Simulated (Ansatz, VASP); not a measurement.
# Two plane-wave programs on AlN

```
Al N
1.0
     3.90068    0.00000    0.00000
     1.26125    3.69114    0.00000
     1.26125    0.90188    3.57927
Al N
3 3
Cartesian
  5.0432 3.6063 1.6218
  1.3800 2.1393 0.4786
  1.3800 0.9868 1.9575
  5.0432 2.4538 3.1007
  3.9526 3.9789 3.1007
  2.4705 0.6141 0.4786
```

Alike in both runs: task single point; functional PBE; k mesh 6 × 6 × 6; occupations gaussian, width 0.1 eV; no spin polarisation.

|  | VASP | Ansatz |
| --- | --- | --- |
| version | VASP 6.6.1 | Ansatz 0.2.0 |
| potentials or method | VASP PAW PBE potentials, release 64 (Al, N), cutoff 520 eV | scalar-relativistic, plane waves, PAW |
| valence electrons in the cell | 24 | 24 |

Ansatz gave:

```
gap on the k mesh at the Fermi level (eV) : none
rms of the force components (eV/Å)        : 5.997
```

Q: Which values does VASP return?

A: gap on the k mesh at the Fermi level (eV): none; rms of the force components (eV/Å): 6.006.

Atom by atom the forces differ by 0.013 eV/Å (rms over components). A gap of «none» marks a metal or a gap that the smearing closes.
